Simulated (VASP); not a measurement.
# TePb (P6_3/mmc) in VASP: settings compared, part 2 of 2

VASP 6.6.1. The steps go on from the part before.

## Step 3: Relaxation of cell and atoms, LDA

Contents of INCAR:

```
SYSTEM = TePb
ALGO = Normal
EDIFF = 1E-6
EDIFFG = -0.005
ENCUT = 600
GGA = CA
IBRION = 2
ISIF = 3
ISMEAR = -1
LASPH = .TRUE.
LCHARG = .FALSE.
LREAL = .FALSE.
LWAVE = .FALSE.
NELM = 60
NSW = 80
PREC = Accurate
SIGMA = 0.02
```

Contents of KPOINTS:

```
k-points
0
G
  6 6 4
  0 0 0
```

Contents of POSCAR:

```
TePb
1.0
    4.5714605059      0.0000000000      0.0000000000
   -2.2857302530      3.9590009305      0.0000000000
    0.0000000000      0.0000000000      7.9576965205
Pb Te
2 2
Direct
    0.0000000000      0.0000000000      0.0000000000
    0.0000000000      0.0000000000      0.5000000000
    0.3333333333      0.6666666667      0.2500000000
    0.6666666667      0.3333333333      0.7500000000
```

Potentials or basis: VASP PAW LDA potentials, release 64 (Pb_d, Te).

Started as:

```
> cat potpaw_LDA.64/Pb_d/POTCAR potpaw_LDA.64/Te/POTCAR > POTCAR
> mpirun -np 1 vasp_std > vasp.out
```

OUTCAR:

```text
SYSTEM = TePb
   EDIFF = 1E-6
   EDIFFG = -0.005
   ENCUT = 600
   GGA = CA
   IBRION = 2
   ISIF = 3
   ISMEAR = -1
   LASPH = .TRUE.
   LREAL = .FALSE.
   NELM = 60
   NSW = 80
   PREC = Accurate

 ion  position               nearest neighbor table
   1  0.000  0.000  0.000-   3 3.31   4 3.31   4 3.31   3 3.31   4 3.31   3 3.31   2 3.98   2 3.98

   2  0.000  0.000  0.500-   3 3.31   4 3.31   4 3.31   3 3.31   4 3.31   3 3.31   1 3.98   1 3.98

   3  0.333  0.667  0.250-   1 3.31   2 3.31   1 3.31   2 3.31   1 3.31   2 3.31
   4  0.667  0.333  0.750-   1 3.31   2 3.31   1 3.31   2 3.31   1 3.31   2 3.31

  LATTYP: Found a hexagonal cell.
 ALAT       =     4.5714605059
 C/A-ratio  =     1.7407339537

  Lattice vectors:

 A1 = (   4.5714605059,   0.0000000000,   0.0000000000)
 A2 = (  -2.2857302530,   3.9590009305,   0.0000000000)
 A3 = (   0.0000000000,   0.0000000000,   7.9576965205)

Analysis of symmetry for initial positions (statically):
=====================================================================
 Subroutine PRICEL returns:
 Original cell was already a primitive cell.

 Routine SETGRP: Setting up the symmetry group for a
 hexagonal supercell.

 Subroutine GETGRP returns: Found 24 space group operations
[... 169 lines left out ...]

------------------------ aborting loop because EDIFF is reached ----------------------------------------

  FORCE on cell =-STRESS in cart. coord.  units (eV):
  Direction    XX          YY          ZZ          XY          YZ          ZX
  --------------------------------------------------------------------------------------
  -------------------------------------------------------------------------------------
  Total       -2.8911773     -2.8911773     -3.3078937      0.0000000     -0.0000000      0.0000000
  in kB      -32.1630595    -32.1630595    -36.7988443      0.0000000     -0.0000000      0.0000000
  external PRESSURE =     -33.7083211 kB  Pullay stress =       0.0000000 kB
[... 95 lines left out ...]
  FREE ENERGIE OF THE ION-ELECTRON SYSTEM (eV)
  ---------------------------------------------------
  free  energy   TOTEN  =       -17.3741761875 eV

  energy  without entropy=      -17.3733466392  energy(sigma->0) =      -17.37376141

[... ionic steps 4 to 7 ...]

--------------------------------------- Ionic step        8  -------------------------------------------

 number of electron      39.9999999 magnetization

------------------------ aborting loop because EDIFF is reached ----------------------------------------
[... 71 lines left out ...]
--------------------------------------- Ionic step       10  -------------------------------------------

 number of electron      39.9999999 magnetization

 Free energy of the ion-electron system (eV)
  ---------------------------------------------------
  ext. energy  EPLUGINS =         0.00000000
  ---------------------------------------------------
  free energy    TOTEN  =       -17.37566829 eV

  energy without entropy =      -17.37425179  energy(sigma->0) =      -17.37496004

 E-fermi :   6.2571     XC(G=0):  -9.6765

 val. band max:        5.7614336559   @ k =   0.3333   0.1667   0.0000
 cond. band min:       6.2634093096   @ k =   0.5000   0.0000   0.0000
 fundamental gap:      0.5019756537
 Fermi energy:         6.2570767888

 k-point     1 :       0.0000    0.0000    0.0000
  band No.  band energies     occupation
      1     -11.0129      2.00000
      2     -10.9974      2.00000
      3     -10.9974      2.00000
      4     -10.9749      2.00000
      5     -10.9749      2.00000
      6     -10.9605      2.00000
[... 587 lines left out ...]
  FREE ENERGIE OF THE ION-ELECTRON SYSTEM (eV)
  ---------------------------------------------------
  free  energy   TOTEN  =       -17.3756682854 eV

  energy  without entropy=      -17.3742517899  energy(sigma->0) =      -17.37496004

 reached required accuracy - stopping structural energy minimisation
```

OSZICAR:

```text
N       E                     dE             d eps       ncg     rms          rms(c)
DAV:   1     0.390086901405E+03    0.39009E+03   -0.19346E+04  1008   0.179E+03
DAV:   2     0.219546189736E+02   -0.36813E+03   -0.36398E+03  1016   0.429E+02
[... 77 lines left out ...]
   9 F= -.17375560E+02 E0= -.17374849E+02  d E =0.607865E-04
       N       E                     dE             d eps       ncg     rms          rms(c)
DAV:   1    -0.173775421848E+02   -0.19822E-02   -0.61893E-02  1240   0.368E+00    0.235E-01
DAV:   2    -0.173759440637E+02    0.15981E-02   -0.36191E-03  1208   0.916E-01    0.851E-02
DAV:   3    -0.173756678595E+02    0.27620E-03   -0.11400E-03  1208   0.469E-01    0.146E-02
DAV:   4    -0.173756684121E+02   -0.55260E-06   -0.32362E-05  1240   0.418E-02    0.111E-02
DAV:   5    -0.173756682854E+02    0.12665E-06   -0.38226E-06   984   0.229E-02
  10 F= -.17375668E+02 E0= -.17374960E+02  d E =-.477913E-04
```

Run time: 10 min. Hardware: 1 thread of AMD EPYC 7R13, shared host; peak memory 0.27 GiB.

Results:

| Item | Value |
| --- | --- |
| Free energy | -17.3757 eV |
| Relaxed volume | 32.89 Å³/atom |
| Relaxed cell | a = 4.411 Å, b = 4.411 Å, c = 7.807 Å, α = 90.00°, β = 90.00°, γ = 120.00° |
| Space group after relaxing (to 0.1 Å) | P6_3/mmc (No. 194) |
| Energy gained by relaxing | 34.4 meV/atom |
| Ionic steps | 10 |
| Pressure after relaxing | 0.0 GPa |
| Band gap on the k mesh | zero (bands 20 and 21 overlap by 0.13 eV) |

The path:
| step | energy change (eV) | largest force (eV/Å) | pressure (GPa) | volume (Å³) |
| --- | --- | --- | --- | --- |
| 1 | 0.0000 | 0.0000 | -3.37 | 144.02 |
| 2 | -0.1237 | 0.0000 | 1.25 | 128.80 |
| 3 | -0.1362 | 0.0000 | -0.02 | 132.07 |
| 4 | -0.1361 | 0.0000 | 0.06 | 131.84 |
| 5 | -0.1367 | 0.0000 | 0.05 | 131.76 |
| 6 | -0.1375 | 0.0000 | 0.06 | 131.53 |
| 7 | -0.1376 | 0.0000 | 0.06 | 131.47 |
| 8 | -0.1376 | 0.0000 | 0.07 | 131.36 |
| 9 | -0.1376 | 0.0000 | -0.12 | 131.87 |
| 10 | -0.1377 | 0.0000 | 0.00 | 131.58 |

Final structure:
```
Pb Te
1.0
     4.41140    0.00000    0.00000
    -2.20570    3.82039    0.00000
     0.00000    0.00000    7.80710
Pb Te
2 2
Direct
  0.00000 0.00000 0.00000
  0.00000 0.00000 0.50000
  0.33333 0.66667 0.25000
  0.66667 0.33333 0.75000
```

Levels at points of the mesh, in eV from the Fermi level:
| k point | band 18 | band 19 | band 20 | band 21 | band 22 | band 23 |
| --- | --- | --- | --- | --- | --- | --- |
| (0.00, 0.00, 0.00) | -1.19 | -1.19 | 0.04 | 0.14 | 1.96 | 1.96 |
| (0.50, 0.00, 0.00) | -1.40 | -1.36 | -1.15 | 0.01 | 0.72 | 1.74 |
| (0.00, 0.00, 0.50) | -1.51 | -1.48 | -1.48 | 2.02 | 2.02 | 2.02 |
| (0.50, 0.00, 0.50) | -2.88 | -2.56 | -2.56 | 1.78 | 1.78 | 2.74 |

Caveat: semilocal functionals underestimate gaps, so a narrow gap can read as zero; spin-orbit coupling is left out, which moves the levels of the heavy elements.
